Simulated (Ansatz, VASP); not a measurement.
## Sn2SeS3: VASP beside Ansatz

```
Sn Se S
1.0
     3.84543    0.00000    0.00000
     0.00000    3.84543    0.00000
     0.00000    0.00000    9.02703
Sn Se S
2 1 3
Direct
  0.50000 0.00000 0.69068
  0.00000 0.50000 0.30932
  0.50000 0.50000 0.00000
  0.50000 0.00000 0.38381
  0.00000 0.50000 0.61619
  0.00000 0.00000 0.00000
```

Change from the starting cell: species swapped into the Zr2Sb3Pd type (P-4m2, No. 115).

Alike in both runs: functional PBE; k mesh 10 × 10 × 4; occupations gaussian, width 0.1 eV; no spin polarisation.

Ansatz relaxed the structure, and its values are those at the end. VASP's run is a single point on that final structure, the one shown.

|  | VASP | Ansatz |
| --- | --- | --- |
| version | VASP 6.6.1 | Ansatz 0.2.0 |
| potentials or method | VASP PAW PBE potentials, release 64 (Sn_d, Se, S), cutoff 520 eV | scalar-relativistic, plane waves, PAW |
| valence electrons in the cell | 52 | 62 |

```csv
,VASP,Ansatz,Ansatz less VASP
gap on the k mesh at the Fermi level (eV),none,none,-
pressure (GPa),0.0,0.0,+0.05
```

A gap of «none» marks a metal or a gap that the smearing closes. With one functional, cell and mesh, what is left measures potentials, basis and numerics. VASP's potentials hold 52 valence electrons a cell and Ansatz's 62, so a difference there can come from the potentials and not from the codes.
